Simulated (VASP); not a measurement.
Li2Cu:

```xyz
3
Lattice="2.9695 0.0000 0.0000 -1.4848 2.5717 0.0000 0.0000 0.0000 7.0608" Properties=species:S:1:pos:R:3 pbc="T T T"
Li    1.4848    0.8572    4.7487
Li    0.0000    1.7144    2.3121
Cu    0.0000    0.0000    0.0000
```

- Program: VASP 6.6.1
- Task: relaxation of cell and atoms
- Functional: PBE
- Potentials or basis: VASP PAW PBE potentials, release 64 (Li_sv, Cu)
- Cutoff: 600 eV
- k mesh: 6 × 6 × 4
- Occupations: gaussian, width 0.1 eV
- Spin: no spin polarisation

At the start: pressure -5.2 GPa; volume 17.97 Å³/atom.

Question: Where does the relaxation end?

Answer: Over 8 steps the energy falls by 97.1 meV/atom and the volume is 14.58 Å³/atom (-18.9 %); space group P-3m1 (No. 164, to 0.05 Å).

Step by step:
```csv
step,energy change (eV),largest force (eV/Å),pressure (GPa),volume (Å³)
1,0.0000,0.4804,-5.20,53.92
2,-0.1482,0.4338,-3.90,49.49
3,-0.2669,0.2831,-0.09,43.02
4,-0.2680,0.2493,0.74,42.14
5,-0.2682,0.2579,0.56,42.35
6,-0.2773,0.1981,0.65,42.53
7,-0.2897,0.0013,0.52,43.08
8,-0.2913,0.0199,-0.02,43.74
```

Final structure:
```
CELL_PARAMETERS angstrom
2.78238 0.00000 0.00000
-1.39119 2.40961 0.00000
0.00000 0.00000 6.52447
ATOMIC_POSITIONS crystal
Li 0.66667 0.33333 0.69346
Li 0.33333 0.66667 0.30654
Cu 0.00000 0.00000 0.00000
```

Caveat: the k points lie up to 0.43 Å⁻¹ apart in the final cell; the cutoff is under 1.25 times the usual one of these potentials, so pressure, stress and relaxed cells hold a basis-set (Pulay) error; the volume moved by over 15 % at a fixed basis, so the end points are rough.
